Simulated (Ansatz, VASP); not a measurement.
# Two plane-wave programs on Si4C

```
CELL_PARAMETERS angstrom
2.93074 0.00000 0.00000
-1.46537 2.53809 0.00000
0.00000 0.00000 16.92649
ATOMIC_POSITIONS crystal
Si 0.33333 0.66667 0.82198
Si 0.33333 0.66667 0.05567
Si 0.33333 0.66667 0.44433
Si 0.33333 0.66667 0.67802
Si 0.66667 0.33333 0.94433
Si 0.66667 0.33333 0.17802
Si 0.66667 0.33333 0.32198
Si 0.66667 0.33333 0.55567
C 0.33333 0.66667 0.25000
C 0.66667 0.33333 0.75000
```

Alike in both runs: task relaxation of cell and atoms; functional PBE; k mesh 12 × 12 × 4; occupations gaussian, width 0.1 eV; no spin polarisation.

|  | VASP | Ansatz |
| --- | --- | --- |
| version | VASP 6.6.1 | Ansatz 0.2.0 |
| potentials or method | VASP PAW PBE potentials, release 64 (Si, C), cutoff 600 eV | scalar-relativistic, plane waves, PAW |
| valence electrons in the cell | 40 | 40 |

Ansatz gave:

```
gap on the k mesh at the Fermi level, each at its own relaxed structure (eV) : none
relaxed volume (Å³/atom)                                                     : 12.67
relaxed cell length with the largest relative difference (Å)                 : 17.919
```

**Question.** What did VASP give for the same quantities?

**Answer.** gap on the k mesh at the Fermi level, each at its own relaxed structure (eV): none; relaxed volume (Å³/atom): 12.65; relaxed cell length with the largest relative difference (Å): 17.905.

A gap of «none» marks a metal or a gap that the smearing closes.

Noted on VASP's run: too few bands were computed for a metal, which touches its energy and stress.
